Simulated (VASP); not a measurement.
A run of VASP 6.6.1:

Contents of INCAR:

```
PREC     = Accurate       # precision mode
ENCUT    = 520            # plane-wave cutoff, eV
EDIFF    = 1E-7           # SCF threshold, eV
ISMEAR   = 0              # smearing method
SIGMA    = 0.1            # smearing width, eV
LREAL    = False          # projectors in reciprocal space
LASPH    = True           # aspherical terms in the spheres
NELM     = 100            # most SCF steps
ALGO     = Normal         # electronic algorithm
ISIF     = 2              # what is computed and relaxed
LWAVE    = False          # write WAVECAR
LCHARG   = True           # write CHGCAR
GGA      = PE             # functional
LELF     = True           # ELF
LVHAR    = True         
NBANDS   = 34             # bands
```

Contents of KPOINTS:

```
Automatic mesh
0
Gamma
  8 8 8
```

File POSCAR:

```
Li6Tl2B
1.0
    0.0000000000      4.2976773668      4.2976773668
    4.2976773668      0.0000000000      4.2976773668
    4.2976773668      4.2976773668      0.0000000000
Li Tl B
6 2 1
Direct
    0.7462931696      0.2537068304      0.2537068304
    0.2537068304      0.7462931696      0.2537068304
    0.2537068304      0.7462931696      0.7462931696
    0.7462931696      0.2537068304      0.7462931696
    0.2537068304      0.2537068304      0.7462931696
    0.7462931696      0.7462931696      0.2537068304
    0.2500000000      0.2500000000      0.2500000000
    0.7500000000      0.7500000000      0.7500000000
    0.0000000000      0.0000000000      0.0000000000
```

Potentials or basis: VASP PAW PBE potentials, release 64 (Li_sv, Tl_d, B).

Run with:

```sh
$ cat potpaw_PBE.64/Li_sv/POTCAR potpaw_PBE.64/Tl_d/POTCAR potpaw_PBE.64/B/POTCAR > POTCAR
$ mpirun -np 1 vasp_std > vasp.out
```

Hardware: 1 thread of Intel(R) Xeon(R) Platinum 8259CL CPU @ 2.50GHz (Skylake/Cascade Lake) (shared host).

How long does it take, and how much memory?

It took 3.1 min on 1 thread of Intel(R) Xeon(R) Platinum 8259CL CPU @ 2.50GHz (Skylake/Cascade Lake), on a shared host, peak memory 0.4 GiB. Counts: scf iterations 15, k points 29.
